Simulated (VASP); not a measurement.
# AlC: relaxation of cell and atoms with PBE

The system is AlC.

```
CELL_PARAMETERS angstrom
3.70159 0.00000 0.00000
0.00000 3.70159 0.00000
0.00000 0.00000 4.30043
ATOMIC_POSITIONS crystal
Al 0.00000 0.00000 0.56887
Al 0.50000 0.50000 0.74092
C 0.00000 0.00000 0.10329
C 0.50000 0.50000 0.23344
```

```yaml
Program: VASP 6.6.1
Task: relaxation of cell and atoms
Functional: PBE
Potentials_or_basis: VASP PAW PBE potentials, release 64 (Al, C)
Cutoff: 600 eV
k_mesh: 5 × 5 × 5
Occupations: gaussian, width 0.2 eV
Spin: no spin polarisation
Dipole_correction: no
Further_INCAR_settings: ALGO = Normal; EDIFF = 1e-07; IBRION = 2; EDIFFG = -0.08; NSW = 36; ISIF = 3
```

```yaml
Relaxed_volume: 9.77 Å³/atom
Relaxed_cell: a = 2.985 Å, b = 2.985 Å, c = 4.383 Å, α = 90.00°, β = 90.00°, γ = 90.00°
Space_group_after_relaxing_to_0.05_Å: I4/mmm (No. 139)
Energy_gained_by_relaxing: 1468.3 meV/atom
Ionic_steps: 23
Pressure_after_relaxing: -0.5 GPa
Largest_force_after_relaxing: 0.065 eV/Å
Band_gap_on_the_k_mesh: zero (band 7 reaches 9.73 eV, above the bottom of band 8 at 6.87 eV)
```

Forces on the atoms (eV/Å):
```
Al   0.000  0.000  0.050
Al   0.000  0.000 -0.065
C    0.000  0.000  0.017
C    0.000  0.000 -0.003
```

Stress tensor (GPa, compression positive):
```
-0.09  0.00  0.00
 0.00 -0.09  0.00
 0.00  0.00 -1.30
```

The path:
| step | energy change (eV) | largest force (eV/Å) | pressure (GPa) | volume (Å³) |
| --- | --- | --- | --- | --- |
| 1 | 0.0000 | 1.4057 | -13.60 | 58.92 |
| 2 | -0.7999 | 3.5473 | 9.72 | 48.73 |
| 3 | -0.8180 | 3.3517 | 5.69 | 49.75 |
| 4 | -0.7276 | 8.5379 | 22.29 | 47.48 |
| 5 | -1.0931 | 3.1071 | 11.22 | 48.57 |
| 6 | -1.7324 | 4.0057 | 3.56 | 50.90 |
| 7 | -2.3179 | 5.0337 | -4.94 | 55.30 |
| 8 | -2.8118 | 2.7802 | -9.85 | 56.07 |
| 9 | -3.1354 | 1.4804 | -14.57 | 57.35 |
| 10 | -3.4353 | 1.6287 | -11.69 | 54.80 |
| 11 | -3.8380 | 2.1044 | -1.29 | 49.10 |
| 12 | -4.1320 | 1.2903 | -1.52 | 47.44 |
| 13 | -4.6932 | 1.3976 | 2.03 | 42.92 |
| 14 | -3.6122 | 6.2800 | 37.85 | 34.34 |
| 15 | -4.7413 | 2.3014 | 4.74 | 41.52 |
| 16 | -5.0650 | 1.7391 | 0.28 | 40.85 |
| 17 | -5.3294 | 1.6334 | -1.42 | 39.42 |
| 18 | -5.3339 | 1.6468 | -0.85 | 39.19 |
| 19 | -5.5021 | 1.3912 | -0.54 | 39.03 |
| 20 | -5.8194 | 0.5797 | 1.82 | 38.54 |
| 21 | -5.4356 | 1.2464 | 11.14 | 37.45 |
| 22 | -5.8630 | 0.1464 | 3.49 | 38.31 |
| 23 | -5.8732 | 0.0649 | -0.49 | 39.07 |

Final structure:
```yaml
crystal:
  lattice:
    - [2.98550, 0.00000, 0.00000]
    - [0.00000, 2.98550, 0.00000]
    - [0.00000, 0.00000, 4.38301]
  atoms:
    - { symbol: Al, position: [0.00000, 0.00000, 0.41070] }
    - { symbol: Al, position: [0.50000, 0.50000, 0.91295] }
    - { symbol: C, position: [0.00000, 0.00000, 0.91114] }
    - { symbol: C, position: [0.50000, 0.50000, 0.41174] }
```

Levels at points of the mesh, in eV from the Fermi level:
```tsv
k point	band 3	band 4	band 5	band 6	band 7	band 8	band 9	band 10	band 11
(0.00, 0.00, 0.00)	-6.30	-1.39	-1.39	1.46	1.46	1.77	3.94	5.15	8.14
```

Wall time 110 s on 1 thread of Intel(R) Xeon(R) 6975P-C (Granite Rapids), with other jobs on the host, peak memory 0.19 GiB.

Caveat: the volume moved by over 15 % at a fixed basis, so the end points are rough; the relaxation stopped at a loose force limit of 0.08 eV/Å, so its end isn't a converged minimum.
